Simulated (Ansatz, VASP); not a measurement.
## One calculation of Br, two programs

```
CELL_PARAMETERS angstrom
3.07850 0.00000 0.00000
0.00000 3.07850 0.00000
0.00000 0.00000 3.07850
ATOMIC_POSITIONS crystal
Br 0.00000 0.00000 0.00000
```

Alike in both runs: functional r2SCAN; k mesh 14 × 14 × 14; occupations gaussian, width 0.1 eV; no spin polarisation.

Ansatz relaxed the structure, and its values are those at the end. VASP's run is a single point on that final structure, the one shown.

```csv
,VASP,Ansatz
version,VASP 6.6.1,Ansatz 0.2.0
potentials or method,"VASP PAW PBE potentials, release 64 (Br), cutoff 520 eV","scalar-relativistic, plane waves, PAW"
valence electrons in the cell,7,7
```

```tsv
	VASP	Ansatz	Ansatz less VASP
gap on the k mesh at the Fermi level (eV)	none	none	-
pressure (GPa)	0.0	0.0	+0.04
```

VASP's potentials were made for PBE, not for r2SCAN. A gap of «none» marks a metal or a gap that the smearing closes.
